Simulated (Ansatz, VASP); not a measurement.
# Be3Bi2: VASP beside Ansatz

```
CELL_PARAMETERS angstrom
4.20295 0.00000 0.00000
-2.10147 3.63986 0.00000
0.00000 0.00000 5.16107
ATOMIC_POSITIONS crystal
Be 0.00000 0.00000 0.74540
Be 0.00000 0.00000 0.25460
Be 0.66667 0.33333 0.00000
Bi 0.66667 0.33333 0.50000
Bi 0.33333 0.66667 0.00000
```

Change from the starting cell: species swapped into the Fe3Ge2 type (P-6m2, No. 187).

Alike in both runs: task single point; functional PBE; k mesh 6 × 6 × 4; occupations gaussian, width 0.1 eV; no spin polarisation.

```csv
,VASP,Ansatz
version,VASP 6.6.1,Ansatz 0.2.0
potentials or method,"VASP PAW PBE potentials, release 64 (Be, Bi_d), cutoff 520 eV","scalar-relativistic, plane waves, PAW"
valence electrons in the cell,36,36
```

VASP gave:

```
gap on the k mesh at the Fermi level (eV)                     : none
pressure (GPa)                                                : 16.9
traceless stress, the component that is largest in VASP (GPa) : -3.68
rms of the force components (eV/Å)                            : 0.100
```

Problem. Which values does Ansatz return?

Solution. gap on the k mesh at the Fermi level (eV): none; pressure (GPa): 16.9; traceless stress, the component that is largest in VASP (GPa): -3.70; rms of the force components (eV/Å): 0.101.

Atom by atom the forces differ by 0.001 eV/Å (rms over components). A gap of «none» marks a metal or a gap that the smearing closes.

Neither program's run includes spin-orbit coupling.
